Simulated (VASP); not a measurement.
Input of a VASP 6.6.1 run:

Contents of INCAR:

```
SYSTEM = Cu
ALGO = Normal
EDIFF = 1E-6
ENCUT = 520
GGA = PS
ISIF = 2
ISMEAR = 0
LASPH = .TRUE.
LCHARG = .FALSE.
LREAL = .FALSE.
LWAVE = .FALSE.
NBANDS = 42
NELM = 100
PREC = Accurate
SIGMA = 0.3
```

File KPOINTS:

```
k-points
0
G
  10 10 1
  0 0 0
```

File POSCAR:

```
Cu
1.0
    2.5036580000      0.0000000000      0.0000000000
   -1.2518290000      2.1682314304      0.0000000000
    0.0000000000      0.0000000000     24.5755890000
Cu
6
Direct
    0.0000000000      0.0000000000      0.3737640000
    0.6666670000      0.3333330000      0.2896140000
    0.3333330000      0.6666670000      0.4579910000
    0.0000000000      0.0000000000      0.6262360000
    0.6666670000      0.3333330000      0.5420090000
    0.3333330000      0.6666670000      0.7103860000
```

Potentials or basis: VASP PAW PBE potentials, release 64 (Cu).

Command:

```sh
$ cat potpaw_PBE.64/Cu/POTCAR > POTCAR
$ mpirun -np 1 vasp_std > vasp.out
```

**Question.** Estimate the largest force.

**Answer.** 0.065 eV/Å.

**Question.** What does it give for the band gap on the k mesh?

**Answer.** Zero (band 33 reaches 4.63 eV, above the bottom of band 34 at -0.01 eV).

Forces in eV/Å, atoms in the order of the input:
```
Cu   0.000  0.000  0.019
Cu   0.000  0.000  0.043
Cu   0.000  0.000 -0.065
Cu   0.000  0.000 -0.019
Cu   0.000  0.000  0.065
Cu   0.000  0.000 -0.043
```

Caveat: the PAW data sets were made with another functional, which shifts forces and pressure a little.
